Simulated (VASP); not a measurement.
# Ga3Sb (I4/mmm) in VASP: further runs, part 2 of 2

VASP 6.6.1.

### 3 Single point, PBE

Input file INCAR:

```
PREC = Accurate
ENCUT = 520
EDIFF = 1E-7
ISMEAR = 0
SIGMA = 0.1
LREAL = F
LASPH = T
NELM = 100
ALGO = Fast
ISIF = 2
LWAVE = F
LCHARG = T
GGA = PE
LELF = T
LVHAR = T
NBANDS = 30
```

Input file KPOINTS:

```
Automatic mesh
0
Gamma
  14 14 14
```

Input file POSCAR:

```
Ga3Sb
1.0
   -2.1587990000      2.1587990000      4.7604840000
    2.1587990000     -2.1587990000      4.7604840000
    2.1587990000      2.1587990000     -4.7604840000
Ga Sb
3 1
Direct
    0.7500000000      0.2500000000      0.5000000000
    0.2500000000      0.7500000000      0.5000000000
    0.5000000000      0.5000000000      0.0000000000
    0.0000000000      0.0000000000      0.0000000000
```

Potentials or basis: VASP PAW PBE potentials, release 64 (Ga_d, Sb).

Run with:

```console
$ cat potpaw_PBE.64/Ga_d/POTCAR potpaw_PBE.64/Sb/POTCAR > POTCAR
$ mpirun -np 1 vasp_std > vasp.out
```

OUTCAR:

```text
PREC = Accurate
   ENCUT = 520
   EDIFF = 1E-7
   ISMEAR = 0
   LREAL = F
   LASPH = T
   NELM = 100
   ISIF = 2
   GGA = PE

 ion  position               nearest neighbor table
   1  0.750  0.250  0.500-   4 3.21   4 3.21   4 3.21   4 3.21
   2  0.250  0.750  0.500-   4 3.21   4 3.21   4 3.21   4 3.21
   3  0.500  0.500  0.000-   4 3.05   4 3.05   4 3.05   4 3.05
   4  0.000  0.000  0.000-   3 3.05   3 3.05   3 3.05   3 3.05   2 3.21   1 3.21   2 3.21   2 3.21
                             1 3.21   1 3.21   2 3.21   1 3.21

  LATTYP: Found a body centered tetragonal cell.
 ALAT       =     4.3175980000
 C/A-ratio  =     2.2051538842

  Lattice vectors:

 A1 = (  -2.1587990000,   2.1587990000,   4.7604840000)
 A2 = (   2.1587990000,  -2.1587990000,   4.7604840000)
 A3 = (   2.1587990000,   2.1587990000,  -4.7604840000)

Analysis of symmetry for initial positions (statically):
=====================================================================
 Subroutine PRICEL returns:
 Original cell was already a primitive cell.

 Routine SETGRP: Setting up the symmetry group for a
 body centered tetragonal supercell.

 Subroutine GETGRP returns: Found 16 space group operations
 (whereof 16 operations were pure point group operations)
 out of a pool of 16 trial point group operations.

The static configuration has the point symmetry D_4h.

Analysis of symmetry for dynamics (positions and initial velocities):
=====================================================================
 Subroutine PRICEL returns:
 Original cell was already a primitive cell.

 Routine SETGRP: Setting up the symmetry group for a
 body centered tetragonal supercell.

 Subroutine GETGRP returns: Found 16 space group operations
 (whereof 16 operations were pure point group operations)
 out of a pool of 16 trial point group operations.

The dynamic configuration has the point symmetry D_4h.

 Subroutine INISYM returns: Found 16 space group operations
 (whereof 16 operations are pure point group operations),
 and found     1 'primitive' translations

----------------------------------------------------------------------------------------

                                     Primitive cell

  volume of cell :      88.7433

  direct lattice vectors                    reciprocal lattice vectors
    -2.158799000  2.158799000  4.760484000     0.000000000  0.231610261  0.105031337
     2.158799000 -2.158799000  4.760484000     0.231610261  0.000000000  0.105031337
     2.158799000  2.158799000 -4.760484000     0.231610261  0.231610261  0.000000000

  length of vectors
     5.655354468  5.655354468  5.655354468     0.254312593  0.254312593  0.327546372

  position of ions in fractional coordinates (direct lattice)
     0.750000000  0.250000000  0.500000000
     0.250000000  0.750000000  0.500000000
     0.500000000  0.500000000  0.000000000
     0.000000000  0.000000000  0.000000000

  ion indices of the primitive-cell ions
   primitive index   ion index
                 1           1
                 2           2
                 3           3
                 4           4

----------------------------------------------------------------------------------------

 KPOINTS: Automatic mesh

Automatic generation of k-mesh.
 Grid dimensions read from file:
 generate k-points for:   14   14   14

 Generating k-lattice:

  Cartesian coordinates                     Fractional coordinates (reciprocal lattice)
     0.000000000  0.016543590  0.007502238     0.071428571  0.000000000  0.000000000
     0.016543590  0.000000000  0.007502238     0.000000000  0.071428571  0.000000000
     0.016543590  0.016543590  0.000000000     0.000000000  0.000000000  0.071428571

  Length of vectors
     0.018165185  0.018165185  0.023396169

  Shift w.r.t. Gamma in fractional coordinates (k-lattice)
     0.000000000  0.000000000  0.000000000

 Subroutine IBZKPT returns following result:
 ===========================================

 Found    244 irreducible k-points:

 Following reciprocal coordinates:
            Coordinates               Weight
  0.000000  0.000000  0.000000      1.000000
  0.071429  0.000000 -0.000000      8.000000
  0.142857  0.000000  0.000000      8.000000
  0.214286  0.000000  0.000000      8.000000
  0.285714 -0.000000  0.000000      8.000000
  0.357143  0.000000  0.000000      8.000000
[... 16 lines left out ...]
  0.214286  0.142857  0.000000     16.000000
  0.285714  0.142857  0.000000     16.000000
 [... further k-points ...]
   k-points           NKPTS =    244   k-points in BZ     NKDIM =    244   number of bands    NBANDS=     30
   number of dos      NEDOS =    301   number of ions     NIONS =      4
   total plane-waves  NPLWV =  74088
   dimension x,y,z NGX =    42 NGY =   42 NGZ =   42
   dimension x,y,z NGXF=    84 NGYF=   84 NGZF=   84
   ions per type =               3   1
   NGX,Y,Z   is equivalent  to a cutoff of  12.35, 12.35, 12.35 a.u.
   NGXF,Y,Z  is equivalent  to a cutoff of  24.69, 24.69, 24.69 a.u.
 SYSTEM =  unknown system
   PREC   = accura    normal or accurate (medium, high low for compatibility)
   ISTART =      0    job   : 0-new  1-cont  2-samecut
   ICHARG =      2    charge: 1-file 2-atom 10-const
   ISPIN  =      1    spin polarized calculation?
   LNONCOLLINEAR =      F non collinear calculations
   LSORBIT =      F    spin-orbit coupling
   LASPH  =      T    aspherical Exc in radial PAW
   ENCUT  =  520.0 eV  38.22 Ry    6.18 a.u.  10.52 10.52 10.52*2*pi/ulx,y,z
   NELM   =    100;   NELMIN=  2; NELMDL= -5     # of ELM steps
   EDIFF  = 0.1E-06   stopping-criterion for ELM
   LREAL  =      F    real-space projection
   EDIFFG = 0.1E-05   stopping-criterion for IOM
   NSW    =      0    number of steps for IOM
   IBRION =     -1    ionic relax: 0-MD 1-quasi-New 2-CG
   NFREE  =      0    steps in history (QN), initial steepest desc. (CG)
   ISIF   =      2    stress and relaxation
   ISYM   =      2    0-nonsym 1-usesym 2-fastsym
   POTIM  = 0.5000    time-step for ionic-motion
   TEBEG  =    0.0;   TEEND  =   0.0 temperature during run
   PSTRESS=    0.0 pullay stress
   NELECT =      44.0000    total number of electrons
   NUPDOWN=      -1.0000    fix difference up-down
   EMIN   =  10.00;   EMAX   =-10.00  energy-range for DOS
   EFERMI =   0.00;   METHOD = LEGACY
   ISMEAR =     0;   SIGMA  =   0.10  broadening in eV -4-tet -1-fermi 0-gaus
   EFERMI_NEDOS =   21; number of points for ismear=-14 and -15
   IALGO  =     68    algorithm
   IMIX   =      4    mixing-type and parameters
     AMIX     =   0.40;   BMIX     =  1.00
     AMIX_MAG =   1.60;   BMIX_MAG =  1.00
  volume/ion in A,a.u.               =      22.19       149.72
  Fermi-wavevector in a.u.,A,eV,Ry     =   1.295728  2.448571 22.842976  1.678911
  Thomas-Fermi vector in A             =   2.427229
   LORBIT       =      0    0 simple, 1 ext, 2 COOP (PROOUT), +10 PAW based schemes
   GGA     = PE    functional components
   LHFCALC =     F    Hartree Fock is set to
   AEXX    =    0.0000 exact exchange contribution
   IVDW    =     0    specifies the selected vdW correction
   LEPSILON=     F    determine dielectric tensor
   LRPA    =     F    only Hartree local field effects (RPA)
 non-spin polarized calculation
 RMM-DIIS sequential band-by-band and
 Gauss-broadening in eV      SIGMA  =   0.10
  energy-cutoff  :      520.00
  volume of cell :       88.74
 maximum number of plane-waves:      2420
   NGX = 21   NGY = 21   NGZ = 21

 number of electron      44.0000012 magnetization

 Free energy of the ion-electron system (eV)
  ---------------------------------------------------
  ext. energy  EPLUGINS =         0.00000000
  ---------------------------------------------------
  free energy    TOTEN  =       -12.56408895 eV

  energy without entropy =      -12.55467612  energy(sigma->0) =      -12.55938254

 E-fermi :   5.9037     XC(G=0): -10.4660

 val. band max:        5.8826162686   @ k =  -0.0714   0.1429   0.0714
 cond. band min:       5.9044390232   @ k =  -0.2857   0.5000   0.2857
 fundamental gap:      0.0218227546
 Fermi energy:         5.9037168584

 k-point     1 :       0.0000    0.0000    0.0000
  band No.  band energies     occupation
      1      -9.0226      2.00000
      2      -8.9731      2.00000
      3      -8.9616      2.00000
      4      -8.9218      2.00000
      5      -8.9218      2.00000
      6      -8.9134      2.00000
[... 781 lines left out ...]
     29      10.6457      0.00000
     30      13.4028      0.00000

 [... further k-points ...]
[... 5 lines left out ...]
  --------------------------------------------------------------------------------------
  -------------------------------------------------------------------------------------
  Total       -0.1400282     -0.1400282     -0.4469856      0.0000000      0.0000000      0.0000000
  in kB       -2.5280787     -2.5280787     -8.0699077      0.0000000      0.0000000      0.0000000
  external PRESSURE =      -4.3753550 kB  Pullay stress =       0.0000000 kB

 VOLUME and BASIS-vectors are now :
 -----------------------------------------------------------------------------
  energy-cutoff  :      520.00
  volume of cell :       88.74
      direct lattice vectors                 reciprocal lattice vectors
    -2.158799000  2.158799000  4.760484000     0.000000000  0.231610261  0.105031337
     2.158799000 -2.158799000  4.760484000     0.231610261  0.000000000  0.105031337
     2.158799000  2.158799000 -4.760484000     0.231610261  0.231610261  0.000000000

 POSITION                                       TOTAL-FORCE (eV/Angst)
 -----------------------------------------------------------------------------------
      0.00000      2.15880      2.38024        -0.000000      0.000000     -0.000000
      2.15880      0.00000      2.38024         0.000000     -0.000000      0.000000
      0.00000      0.00000      4.76048        -0.000000     -0.000000     -0.000000
      0.00000      0.00000      0.00000        -0.000000     -0.000000     -0.000000
 -----------------------------------------------------------------------------------
    total drift:                               -0.000000      0.000000      0.000000

  FREE ENERGIE OF THE ION-ELECTRON SYSTEM (eV)
  ---------------------------------------------------
  free  energy   TOTEN  =       -12.5640889522 eV

  energy  without entropy=      -12.5546761218  energy(sigma->0) =      -12.55938254
```

OSZICAR:

```text
N       E                     dE             d eps       ncg     rms          rms(c)
DAV:   1     0.297840781683E+03    0.29784E+03   -0.20810E+04 14908   0.234E+03
DAV:   2     0.238468437035E+02   -0.27399E+03   -0.26655E+03 15058   0.503E+02
DAV:   3    -0.114218227810E+02   -0.35269E+02   -0.34516E+02 16752   0.136E+02
DAV:   4    -0.125910600997E+02   -0.11692E+01   -0.11628E+01 17256   0.262E+01
DAV:   5    -0.126215576291E+02   -0.30498E-01   -0.30485E-01 18966   0.428E+00    0.242E+00
RMM:   6    -0.125767745274E+02    0.44783E-01   -0.90699E-02 19510   0.290E+00    0.136E+00
RMM:   7    -0.125646659147E+02    0.12109E-01   -0.41483E-02 19777   0.146E+00    0.169E-01
RMM:   8    -0.125640193052E+02    0.64661E-03   -0.45333E-03 20934   0.639E-01    0.842E-02
RMM:   9    -0.125640736586E+02   -0.54353E-04   -0.74578E-04 23680   0.232E-01    0.543E-02
RMM:  10    -0.125640867919E+02   -0.13133E-04   -0.13186E-04 24551   0.844E-02    0.992E-03
RMM:  11    -0.125640890306E+02   -0.22388E-05   -0.21216E-05 21600   0.418E-02    0.116E-03
RMM:  12    -0.125640891446E+02   -0.11391E-06   -0.74318E-06 23429   0.198E-02    0.325E-03
RMM:  13    -0.125640890276E+02    0.11693E-06   -0.12180E-06 19538   0.818E-03    0.131E-03
RMM:  14    -0.125640889522E+02    0.75461E-07   -0.24827E-07 12544   0.470E-03
   1 F= -.12564089E+02 E0= -.12559383E+02  d E =-.941283E-02
```

It took 12 min on 1 thread of AMD EPYC 9R14 (Zen 4), shared host; peak memory 0.63 GiB.

What came out:

```yaml
Free_energy: -12.5641 eV
Pressure: -0.4 GPa
Band_gap_on_the_k_mesh: zero (bands 22 and 23 overlap by 4.28 eV)
```

Levels at points of the mesh, in eV from the Fermi level:
```tsv
k point	band 20	band 21	band 22	band 23	band 24	band 25
(0.00, 0.00, 0.00)	-1.91	-1.74	-1.74	-0.24	-0.24	1.00
(0.50, 0.00, 0.00)	-0.89	-0.50	-0.19	0.51	1.55	2.78
(0.50, 0.50, 0.00)	-4.66	-4.02	-0.63	-0.04	0.28	1.08
(0.50, 0.50, 0.50)	-2.88	-2.40	2.07	2.64	2.64	3.90
```

Caveat: spin-orbit coupling is left out, which moves the levels of the heavy elements.

### 4 Single point, LDA

Input file INCAR:

```
SYSTEM = Ga3Sb
PREC     = Accurate       ! precision mode
ENCUT    = 520            ! plane-wave cutoff, eV
EDIFF    = 1E-6           ! SCF threshold, eV
ISMEAR   = 0              ! smearing method
SIGMA    = 0.1            ! smearing width, eV
LREAL    = .FALSE.        ! projectors in reciprocal space
LASPH    = .TRUE.         ! aspherical terms in the spheres
NELM     = 80             ! most SCF steps
ALGO     = Fast           ! electronic algorithm
ISIF     = 2              ! what is computed and relaxed
LWAVE    = .FALSE.        ! write WAVECAR
LCHARG   = .TRUE.         ! write CHGCAR
LELF     = .TRUE.         ! ELF
LVHAR    = .TRUE.       
NBANDS   = 30             ! bands
```

Input file KPOINTS:

```
Automatic mesh
0
G
  14 14 14
  0 0 0
```

POSCAR is that of step 3.

Potentials or basis: VASP PAW LDA potentials, release 64 (Ga_d, Sb).

Run with:

```console
$ cat potpaw_LDA.64/Ga_d/POTCAR potpaw_LDA.64/Sb/POTCAR > POTCAR
$ mpirun -np 1 vasp_std > vasp.out
```

Run time: 10 min. Hardware: 1 thread of AMD EPYC 9R14 (Zen 4), shared host; peak memory 0.58 GiB.

It converged, with:

```
Free energy            : -15.0625 eV
Pressure               : -4.8 GPa
Band gap on the k mesh : zero (bands 22 and 23 overlap by 4.22 eV)
```

Stress tensor (GPa, compression positive):
```
-4.63  0.00  0.00
 0.00 -4.63  0.00
 0.00  0.00 -4.99
```

Levels at points of the mesh, in eV from the Fermi level:
| k point | band 19 | band 20 | band 21 | band 22 | band 23 | band 24 | band 25 | band 26 |
| --- | --- | --- | --- | --- | --- | --- | --- | --- |
| (0.00, 0.00, 0.00) | -3.05 | -2.01 | -1.71 | -1.71 | -0.22 | -0.22 | 1.04 | 1.31 |
| (0.50, 0.00, 0.00) | -5.03 | -0.86 | -0.54 | -0.19 | 0.53 | 1.54 | 2.81 | 3.23 |
| (0.50, 0.50, 0.00) | -5.14 | -4.61 | -3.98 | -0.67 | -0.05 | 0.31 | 1.10 | 6.42 |
| (0.50, 0.50, 0.50) | -2.85 | -2.85 | -2.47 | 2.04 | 2.62 | 2.62 | 3.87 | 3.95 |

Caveat: the cell stands under tension; spin-orbit coupling is left out, which moves the levels of the heavy elements.

### 5 Overview

```csv
level,potentials or basis,k mesh,gap on the mesh (eV),pressure (GPa)
PBE,"VASP PAW PBE potentials, release 64 (Ga_d, Sb)",6 × 6 × 6,none,-0.2
PBE,"VASP PAW PBE potentials, release 64 (Ga_d, Sb)",14 × 14 × 14,none,-0.4
LDA,"VASP PAW LDA potentials, release 64 (Ga_d, Sb)",14 × 14 × 14,none,-4.8
```

Alike in all rows: task single point; no spin polarisation; cell as given; cutoff (eV) 520; smearing gaussian 0.1 eV.

Caveats: spin-orbit coupling is left out, which moves the levels of the heavy elements; the cell stands under tension (at least some runs).

Total energies depend on the potentials used, so only differences within one code and one set of settings carry meaning.

The gap in the log of VASP goes by the Fermi energy; the results here count the filled bands.